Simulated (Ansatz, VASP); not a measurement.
# Two plane-wave programs on S

```xyz
4
Lattice="4.2141 0.0000 0.0000 0.0000 4.2141 0.0000 0.0000 0.0000 4.2141" Properties=species:S:1:pos:R:3 pbc="T T T"
S     2.6338    2.6338    2.6338
S     3.6873    1.5803    0.5268
S     0.5268    3.6873    1.5803
S     1.5803    0.5268    3.6873
```

Alike in both runs: task relaxation of cell and atoms; functional PBE; k mesh 12 × 12 × 12; occupations gaussian, width 0.1 eV; no spin polarisation.

|  | VASP | Ansatz |
| --- | --- | --- |
| version | VASP 6.6.1 | Ansatz 0.2.0 |
| potentials or method | VASP PAW PBE potentials, release 64 (S), cutoff 600 eV | scalar-relativistic, plane waves, PAW |
| valence electrons in the cell | 24 | 24 |

|  | VASP | Ansatz | Ansatz less VASP |
| --- | --- | --- | --- |
| gap on the k mesh at the Fermi level, each at its own relaxed structure (eV) | none | none | - |
| relaxed volume (Å³/atom) | 18.58 | 18.62 | +0.037 |
| relaxed cell length with the largest relative difference (Å) | 4.205 | 4.207 | +0.0028 |

A gap of «none» marks a metal or a gap that the smearing closes.
